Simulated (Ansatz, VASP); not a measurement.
# HfN in VASP and in Ansatz

Contents of INCAR:

```
SYSTEM = HfN
PREC = Accurate
ENCUT = 520
EDIFF = 1E-8
ISMEAR = -1
SIGMA = 0.03
LREAL = .FALSE.
LASPH = .TRUE.
NELM = 60
ALGO = Normal
ISIF = 2
LWAVE = .FALSE.
LCHARG = .FALSE.
LEFG = .TRUE.
NBANDS = 14
```

Contents of KPOINTS:

```
regular mesh
0
G
  10 10 10
  0 0 0
```

File POSCAR:

```
HfN
1.0
    0.0225900000      2.2702950000      2.2702950000
    2.2702950000      0.0225900000      2.2702950000
    2.2702950000      2.2702950000      0.0225900000
Hf N
1 1
Direct
    0.0000000000      0.0000000000      0.0000000000
    0.5000000000      0.5000000000      0.5000000000
```

Input for Ansatz:

```yaml
crystal:
  lattice:
    - [0.02259, 2.270295, 2.270295]
    - [2.270295, 0.02259, 2.270295]
    - [2.270295, 2.270295, 0.02259]
  atoms:
    - { symbol: Hf, position: [0.0, 0.0, 0.0] }
    - { symbol: "N", position: [0.5, 0.5, 0.5] }
kpoints:
  mp_grid: { grid: [10, 10, 10] }
scf:
  occupations: { method: fermi_dirac, width: 0.03 }
hamiltonian:
  xc: lda
  pseudopotentials: { kind: all_electron, datasets: crystal }
output:
  forces: true
  stress: true
  eigenvalues: true
  efg: { contact_densities: true }
```

Change from the starting cell: equal xy, yz and zx shear strains of +1 %, crystal datasets.

Alike in both runs: task electric field gradients; functional LDA; k mesh 10 × 10 × 10; occupations fermi-dirac, width 0.03 eV; no spin polarisation.

|  | VASP | Ansatz |
| --- | --- | --- |
| version | VASP 6.6.1 | Ansatz 0.2.0 |
| potentials or method | VASP PAW LDA potentials, release 64 (Hf_pv, N), cutoff 520 eV | all-electron PAW with datasets made for the crystal, scalar-relativistic |

Ansatz gave:

```
pressure (GPa)                                                : -9.2
traceless stress, the component that is largest in VASP (GPa) : -1.09
size of Vzz on the site where it differs most (V/Å²)          : 7.7
```

**Question.** Estimate VASP's values.

**Answer.** Pressure (GPa): -10.6; traceless stress, the component that is largest in VASP (GPa): -1.07; size of Vzz on the site where it differs most (V/Å²): 7.4.

LDA's correlation is that of Perdew and Zunger in VASP and of Perdew and Wang (1992) in Ansatz. Ansatz ran all-electron here, and VASP with PAW potentials.

Spin-orbit coupling is off throughout.
